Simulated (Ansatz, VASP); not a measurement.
**Two plane-wave programs on Sc**

File INCAR:

```
PREC = Accurate
ENCUT = 600
EDIFF = 1E-6
ISMEAR = 0
SIGMA = 0.1
LREAL = False
LASPH = True
NELM = 60
ALGO = Fast
ISIF = 3
LWAVE = False
LCHARG = False
GGA = PS
IBRION = 2
NSW = 70
EDIFFG = -0.005
```

Contents of KPOINTS:

```
regular mesh
0
Gamma
  15 15 8
```

File POSCAR:

```
Sc
1.0
    3.3194762619      0.0000000000      0.0000000000
   -1.6597381310      2.8747507701      0.0000000000
    0.0000000000      0.0000000000      5.1626480205
Sc
2
Direct
    0.3333333333      0.6666666667      0.2500000000
    0.6666666667      0.3333333333      0.7500000000
```

Input for Ansatz:

```yaml
crystal:
  lattice:
    - [3.3194762619, 0.0, 0.0]
    - [-1.659738131, 2.8747507701, 0.0]
    - [0.0, 0.0, 5.1626480206]
  atoms:
    - { symbol: Sc, position: [0.3333333333, 0.6666666667, 0.25] }
    - { symbol: Sc, position: [0.6666666667, 0.3333333333, 0.75] }
basis:
  ecutwfc: 420
kpoints:
  mp_grid: { grid: [15, 15, 8] }
hamiltonian:
  xc: pbesol
scf:
  occupations: { method: gaussian, width: 0.1 }
output:
  forces: true
  stress: true
  eigenvalues: true
relax:
  adjacent_minimum: "off"
  f_tol: 0.005
  max_steps: 50
  cell: { stress_tol: 0.05 }
```

Alike in both runs: task relaxation of cell and atoms; functional PBEsol; k mesh 15 × 15 × 8; occupations gaussian, width 0.1 eV; no spin polarisation.

```csv
,VASP,Ansatz
version,VASP 6.6.1,Ansatz 0.2.0
potentials or method,"VASP PAW PBE potentials, release 64 (Sc_sv), cutoff 600 eV","scalar-relativistic, plane waves, PAW"
valence electrons in the cell,22,22
```

|  | VASP | Ansatz | Ansatz less VASP |
| --- | --- | --- | --- |
| gap on the k mesh at the Fermi level, each at its own relaxed structure (eV) | none | none | - |
| relaxed volume (Å³/atom) | 23.65 | 23.63 | -0.021 |
| relaxed cell length with the largest relative difference (Å) | 5.085 | 5.083 | -0.0017 |

VASP's potentials were made for PBE, not for PBEsol. A gap of «none» marks a metal or a gap that the smearing closes.
